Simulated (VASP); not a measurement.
Set up this calculation in VASP 6.6.1, as the native input.

```
Task                   : single point
Functional             : r2SCAN
Potentials or basis    : VASP PAW PBE potentials, release 64 (Al)
Cutoff                 : 520 eV
k mesh                 : 12 × 12 × 6
Occupations            : gaussian, width 0.1 eV
Spin                   : no spin polarisation
Dipole correction      : no
Further INCAR settings : ALGO = Normal; EDIFF = 1e-06; NBANDS = 10
```

Crystal: Al.

```xyz
2
Lattice="2.8199 0.0000 0.0000 -1.4100 2.4421 0.0000 0.0000 0.0000 4.6370" Properties=species:S:1:pos:R:3 pbc="T T T"
Al    0.0000    1.6281    1.1592
Al    1.4100    0.8140    3.4777
```

This isn't the form of Al at room conditions, which is fcc.

One way to write it, as run:

POSCAR

```
Al
1.0
    2.8199280759      0.0000000000      0.0000000000
   -1.4099640380      2.4421293506      0.0000000000
    0.0000000000      0.0000000000      4.6369649269
Al
2
Direct
    0.3333333333      0.6666666667      0.2500000000
    0.6666666667      0.3333333333      0.7500000000
```

INCAR.step1

```
SYSTEM = Al
PREC     = Accurate       ! precision mode
ENCUT    = 520            ! plane-wave cutoff, eV
ISMEAR   = 0              ! smearing method
SIGMA    = 0.1            ! smearing width, eV
LREAL    = .FALSE.        ! projectors in reciprocal space
LASPH    = .TRUE.         ! aspherical terms in the spheres
NELM     = 60             ! most SCF steps
NBANDS   = 10             ! bands
GGA      = PE             ! functional
ALGO     = Normal         ! electronic algorithm
EDIFF    = 1E-4           ! SCF threshold, eV
LWAVE    = .TRUE.         ! write WAVECAR
LCHARG   = .FALSE.        ! write CHGCAR
```

INCAR.step2

```
SYSTEM = Al
PREC     = Accurate       ! precision mode
ENCUT    = 520            ! plane-wave cutoff, eV
EDIFF    = 1E-6           ! SCF threshold, eV
ISMEAR   = 0              ! smearing method
SIGMA    = 0.1            ! smearing width, eV
LREAL    = .FALSE.        ! projectors in reciprocal space
LASPH    = .TRUE.         ! aspherical terms in the spheres
NELM     = 60             ! most SCF steps
ALGO     = Normal         ! electronic algorithm
ISIF     = 2              ! what is computed and relaxed
LWAVE    = .FALSE.        ! write WAVECAR
LCHARG   = .FALSE.        ! write CHGCAR
METAGGA  = R2SCAN         ! meta-GGA
LMIXTAU  = .TRUE.       
NBANDS   = 10             ! bands
ISTART   = 1
```

KPOINTS

```
regular mesh
0
G
  12 12 6
  0 0 0
```

Potentials or basis: VASP PAW PBE potentials, release 64 (Al).

Command:

```sh
$ cat potpaw_PBE.64/Al/POTCAR > POTCAR
$ cp INCAR.step1 INCAR
$ mpirun -np 1 vasp_std > vasp.out
$ cp INCAR.step2 INCAR
$ mpirun -np 1 vasp_std > vasp.out
```

It gave:

* Pressure: -0.3 GPa
* Band gap on the k mesh: zero (bands 3 and 4 overlap by 7.75 eV)

Caveat: the PAW data sets were made with another functional, which shifts forces and pressure a little.

Run time: 94 s on 1 thread of Intel Xeon 8259CL, on a shared host, peak memory 0.16 GiB.
